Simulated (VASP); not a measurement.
A run of VASP 6.6.1 is set up as follows.

File INCAR:

```
SYSTEM = AlP
ALGO     = Normal         ! electronic algorithm
EDIFF    = 1E-6           ! SCF threshold, eV
ENCUT    = 500            ! plane-wave cutoff, eV
GGA      = PS             ! functional
GGA_COMPAT= .FALSE.      
ISIF     = 2              ! what is computed and relaxed
ISMEAR   = 0              ! smearing method
LASPH    = .TRUE.         ! aspherical terms in the spheres
LCHARG   = .FALSE.        ! write CHGCAR
LREAL    = .FALSE.        ! projectors in reciprocal space
LWAVE    = .FALSE.        ! write WAVECAR
NBANDS   = 11             ! bands
NELM     = 120            ! most SCF steps
PREC     = Accurate       ! precision mode
SIGMA    = 0.01           ! smearing width, eV
```

Contents of KPOINTS:

```
k-points
0
G
  8 8 8
  0 0 0
```

The input POSCAR:

```
AlP
1.0
    0.0000000000      2.6967589397      2.6967589397
    2.6967589397      0.0000000000      2.6967589397
    2.6967589397      2.6967589397      0.0000000000
Al P
1 1
Direct
    0.0000000000      0.0000000000      0.0000000000
    0.7500000000      0.7500000000      0.7500000000
```

Potentials or basis: VASP PAW PBE potentials, release 64 (Al, P).

Command:

```bash
$ cat potpaw_PBE.64/Al/POTCAR potpaw_PBE.64/P/POTCAR > POTCAR
$ mpirun -np 1 vasp_std > vasp.out
```

**Question.** Estimate the pressure.

**Answer.** 4.1 GPa.

**Question.** Predict the band gap on the k mesh.

**Answer.** 1.36 eV (least direct gap 3.51 eV).

Caveat: the cell stands under pressure; the PAW data sets were made with another functional, which shifts forces and pressure a little. A k mesh can miss the band edges.
